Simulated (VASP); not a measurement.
# Au (P6_3/mmc) in VASP: notebook

Au is run at these levels: LDA; tasks: single point.

Program: VASP 6.6.1. These are calculated values, not measurements. Logs are shortened: lines on timing, memory, paths and dates and some standing lists are left out, and cuts for length are marked.

**1. The cell of the first run**

The structure is hexagonal, space group P6_3/mmc (No. 194). Conventional cell: a = 2.841 Å, b = 2.841 Å, c = 4.780 Å, α = 90.00°, β = 90.00°, γ = 120.00°. Au (site symmetry -6m2) has 12 Au at 2.84 to 2.90 Å within 3.7 Å.

**2. Single point, LDA (volume scaled by 0.94)**

File INCAR:

```
SYSTEM = Au
PREC = Accurate ; ENCUT = 520
EDIFF = 1E-6 ; ISMEAR = -1
SIGMA = 0.03 ; LREAL = .FALSE.
LASPH = .TRUE. ; NELM = 100
ALGO = Normal ; ISIF = 2
LWAVE = .FALSE. ; LCHARG = .FALSE.
GGA = CA ; NBANDS = 18
```

File KPOINTS:

```
Automatic mesh
0
G
  14 14 8
  0 0 0
```

File POSCAR:

```
Au
1.0
    2.8407981581      0.0000000000      0.0000000000
   -1.4203990791      2.4602033720      0.0000000000
    0.0000000000      0.0000000000      4.7803802105
Au
2
Direct
    0.3333333333      0.6666666667      0.7500000000
    0.6666666667      0.3333333333      0.2500000000
```

Potentials or basis: VASP PAW LDA potentials, release 64 (Au).

Command:

```console
> cat potpaw_LDA.64/Au/POTCAR > POTCAR
> mpirun -np 1 vasp_std > vasp.out
```

OUTCAR:

```text
SYSTEM = Au
   PREC = Accurate
   ENCUT = 520
   EDIFF = 1E-6
   ISMEAR = -1
   LREAL = .FALSE.
   LASPH = .TRUE.
   NELM = 100
   ISIF = 2
   GGA = CA

 ion  position               nearest neighbor table
   1  0.333  0.667  0.750-   2 2.90   2 2.90   2 2.90   2 2.90   2 2.90   2 2.90
   2  0.667  0.333  0.250-   1 2.90   1 2.90   1 2.90   1 2.90   1 2.90   1 2.90

  LATTYP: Found a hexagonal cell.
 ALAT       =     2.8407981581
 C/A-ratio  =     1.6827595431

  Lattice vectors:

 A1 = (   2.8407981581,   0.0000000000,   0.0000000000)
 A2 = (  -1.4203990791,   2.4602033720,   0.0000000000)
 A3 = (   0.0000000000,   0.0000000000,   4.7803802105)

Analysis of symmetry for initial positions (statically):
=====================================================================
 Subroutine PRICEL returns:
 Original cell was already a primitive cell.

 Routine SETGRP: Setting up the symmetry group for a
 hexagonal supercell.

 Subroutine GETGRP returns: Found 24 space group operations
 (whereof 12 operations were pure point group operations)
 out of a pool of 24 trial point group operations.

The static configuration has the point symmetry D_3d.
 The point group associated with its full space group is D_6h.

Analysis of symmetry for dynamics (positions and initial velocities):
=====================================================================
 Subroutine PRICEL returns:
 Original cell was already a primitive cell.

 Routine SETGRP: Setting up the symmetry group for a
 hexagonal supercell.

 Subroutine GETGRP returns: Found 24 space group operations
 (whereof 12 operations were pure point group operations)
 out of a pool of 24 trial point group operations.

The dynamic configuration has the point symmetry D_3d.
 The point group associated with its full space group is D_6h.

 Subroutine INISYM returns: Found 24 space group operations
 (whereof 12 operations are pure point group operations),
 and found     1 'primitive' translations

----------------------------------------------------------------------------------------

                                     Primitive cell

  volume of cell :      33.4098

[... 75 lines left out ...]
   ions per type =               2
   NGX,Y,Z   is equivalent  to a cutoff of  14.05, 14.05, 12.52 a.u.
   NGXF,Y,Z  is equivalent  to a cutoff of  28.09, 28.09, 25.04 a.u.
 SYSTEM =  Au
   PREC   = accura    normal or accurate (medium, high low for compatibility)
   ISTART =      0    job   : 0-new  1-cont  2-samecut
   ICHARG =      2    charge: 1-file 2-atom 10-const
   ISPIN  =      1    spin polarized calculation?
   LNONCOLLINEAR =      F non collinear calculations
   LSORBIT =      F    spin-orbit coupling
   LASPH  =      T    aspherical Exc in radial PAW
   ENCUT  =  520.0 eV  38.22 Ry    6.18 a.u.   5.28  5.28  8.89*2*pi/ulx,y,z
   NELM   =    100;   NELMIN=  2; NELMDL= -5     # of ELM steps
   EDIFF  = 0.1E-05   stopping-criterion for ELM
   LREAL  =      F    real-space projection
   EDIFFG = 0.1E-04   stopping-criterion for IOM
   NSW    =      0    number of steps for IOM
   IBRION =     -1    ionic relax: 0-MD 1-quasi-New 2-CG
   NFREE  =      0    steps in history (QN), initial steepest desc. (CG)
   ISIF   =      2    stress and relaxation
   ISYM   =      2    0-nonsym 1-usesym 2-fastsym
   POTIM  = 0.5000    time-step for ionic-motion
   TEBEG  =    0.0;   TEEND  =   0.0 temperature during run
   PSTRESS=    0.0 pullay stress
   NELECT =      22.0000    total number of electrons
   NUPDOWN=      -1.0000    fix difference up-down
   EMIN   =  10.00;   EMAX   =-10.00  energy-range for DOS
   EFERMI =   0.00;   METHOD = LEGACY
   ISMEAR =    -1;   SIGMA  =   0.03  broadening in eV -4-tet -1-fermi 0-gaus
   EFERMI_NEDOS =   21; number of points for ismear=-14 and -15
   IALGO  =     38    algorithm
   IMIX   =      4    mixing-type and parameters
     AMIX     =   0.40;   BMIX     =  1.00
     AMIX_MAG =   1.60;   BMIX_MAG =  1.00
  volume/ion in A,a.u.               =      16.70       112.73
  Fermi-wavevector in a.u.,A,eV,Ry     =   1.424266  2.691473 27.599877  2.028534
  Thomas-Fermi vector in A             =   2.544775
   LORBIT       =      0    0 simple, 1 ext, 2 COOP (PROOUT), +10 PAW based schemes
   GGA     = CA    functional components
   LHFCALC =     F    Hartree Fock is set to
   AEXX    =    0.0000 exact exchange contribution
   IVDW    =     0    specifies the selected vdW correction
   LEPSILON=     F    determine dielectric tensor
   LRPA    =     F    only Hartree local field effects (RPA)
 non-spin polarized calculation
  energy-cutoff  :      520.00
  volume of cell :       33.41
 maximum number of plane-waves:       914
 NGX is ok and might be reduce to    24
   NGX = 11   NGY = 11   NGZ = 17

 number of electron      22.0000000 magnetization

 Free energy of the ion-electron system (eV)
  ---------------------------------------------------
  ext. energy  EPLUGINS =         0.00000000
  ---------------------------------------------------
  free energy    TOTEN  =        -8.86594357 eV

  energy without entropy =       -8.86225794  energy(sigma->0) =       -8.86410075

 E-fermi :   9.6062     XC(G=0): -13.0989

 val. band max:        9.5403765837   @ k =   0.2857   0.2143   0.1250
 cond. band min:       9.6143580589   @ k =   0.1429   0.0000   0.1250
 fundamental gap:      0.0739814752
 Fermi energy:         9.6062063041

 k-point     1 :       0.0000    0.0000    0.0000
  band No.  band energies     occupation
      1      -0.5030      2.00000
      2       1.9854      2.00000
      3       4.6013      2.00000
      4       4.9090      2.00000
      5       4.9090      2.00000
      6       5.2330      2.00000
[... 481 lines left out ...]
      5       4.7003      2.00000
      6       4.8359      2.00000
[... 10 lines left out ...]
     17      20.8784      0.00000
     18      21.0833      0.00000

 [... further k-points ...]
[... 5 lines left out ...]
  --------------------------------------------------------------------------------------
  -------------------------------------------------------------------------------------
  Total       -0.1068875     -0.1068875     -0.2989723      0.0000000      0.0000000      0.0000000
  in kB       -5.1258223     -5.1258223    -14.3373098      0.0000000      0.0000000      0.0000000
  external PRESSURE =      -8.1963181 kB  Pullay stress =       0.0000000 kB

 VOLUME and BASIS-vectors are now :
 -----------------------------------------------------------------------------
  energy-cutoff  :      520.00
  volume of cell :       33.41
      direct lattice vectors                 reciprocal lattice vectors
     2.840798158  0.000000000  0.000000000     0.352013746  0.203235231  0.000000000
    -1.420399079  2.460203372  0.000000000     0.000000000  0.406470461  0.000000000
     0.000000000  0.000000000  4.780380210     0.000000000  0.000000000  0.209188382

 POSITION                                       TOTAL-FORCE (eV/Angst)
 -----------------------------------------------------------------------------------
     -0.00000      1.64014      3.58529        -0.000000      0.000000      0.000000
      1.42040      0.82007      1.19510         0.000000      0.000000      0.000000
 -----------------------------------------------------------------------------------
    total drift:                                0.000000     -0.000000      0.000000

  FREE ENERGIE OF THE ION-ELECTRON SYSTEM (eV)
  ---------------------------------------------------
  free  energy   TOTEN  =        -8.8659435684 eV

  energy  without entropy=       -8.8622579398  energy(sigma->0) =       -8.86410075
```

It took 34 s on 1 thread of Intel Xeon 8259CL, shared host; peak memory 0.18 GiB.

Results:

* Free energy: -8.8659 eV
* Pressure: -0.8 GPa
* Band gap on the k mesh: zero (band 11 reaches 13.59 eV, above the bottom of band 12 at 6.92 eV)

Stress tensor (GPa, compression positive):
```
-0.51  0.00  0.00
 0.00 -0.51  0.00
 0.00  0.00 -1.43
```

Caveat: spin-orbit coupling is left out, which moves the levels of the heavy elements.

**3. Single point, LDA (volume scaled by 0.96)**

File INCAR:

```
PREC     = Accurate       # precision mode
ENCUT    = 520            # plane-wave cutoff, eV
EDIFF    = 1E-6           # SCF threshold, eV
ISMEAR   = -1             # smearing method
SIGMA    = 0.03           # smearing width, eV
LREAL    = False          # projectors in reciprocal space
LASPH    = True           # aspherical terms in the spheres
NELM     = 80             # most SCF steps
ALGO     = Normal         # electronic algorithm
ISIF     = 2              # what is computed and relaxed
LWAVE    = False          # write WAVECAR
LCHARG   = False          # write CHGCAR
GGA      = CA             # functional
NBANDS   = 18             # bands
```

File KPOINTS:

```
regular mesh
0
Gamma
  14 14 8
```

File POSCAR:

```
Au
1.0
    2.8608044381      0.0000000000      0.0000000000
   -1.4304022190      2.4775293187      0.0000000000
    0.0000000000      0.0000000000      4.8140459691
Au
2
Direct
    0.3333333333      0.6666666667      0.7500000000
    0.6666666667      0.3333333333      0.2500000000
```

Potentials or basis: VASP PAW LDA potentials, release 64 (Au).

Command:

```console
> cat potpaw_LDA.64/Au/POTCAR > POTCAR
> mpirun -np 1 vasp_std > vasp.out
```

It took 34 s on 1 thread of Intel Xeon 8259CL, shared host; peak memory 0.18 GiB.

Results (log left out):

```
Free energy            : -8.8546 eV
Pressure               : -4.5 GPa
Band gap on the k mesh : zero (band 11 reaches 13.15 eV, above the bottom of band 12 at 6.60 eV)
```

Stress tensor (GPa, compression positive):
```
-4.28  0.00  0.00
 0.00 -4.28  0.00
 0.00  0.00 -4.90
```

Levels at points of the mesh, in eV from the Fermi level:
| k point | band 8 | band 9 | band 10 | band 11 | band 12 | band 13 | band 14 | band 15 |
| --- | --- | --- | --- | --- | --- | --- | --- | --- |
| (0.00, 0.00, 0.00) | -3.54 | -3.54 | -2.17 | -2.17 | -1.19 | 2.65 | 14.59 | 15.65 |
| (0.50, 0.00, 0.00) | -1.94 | -1.85 | -1.66 | 0.38 | 1.59 | 5.71 | 7.25 | 7.32 |
| (0.00, 0.00, 0.50) | -4.61 | -2.64 | -2.64 | -2.64 | -2.64 | 10.57 | 10.57 | 14.88 |
| (0.50, 0.00, 0.50) | -2.42 | -1.74 | -1.74 | 0.44 | 0.44 | 3.97 | 3.97 | 13.15 |

Caveat: spin-orbit coupling is left out, which moves the levels of the heavy elements.
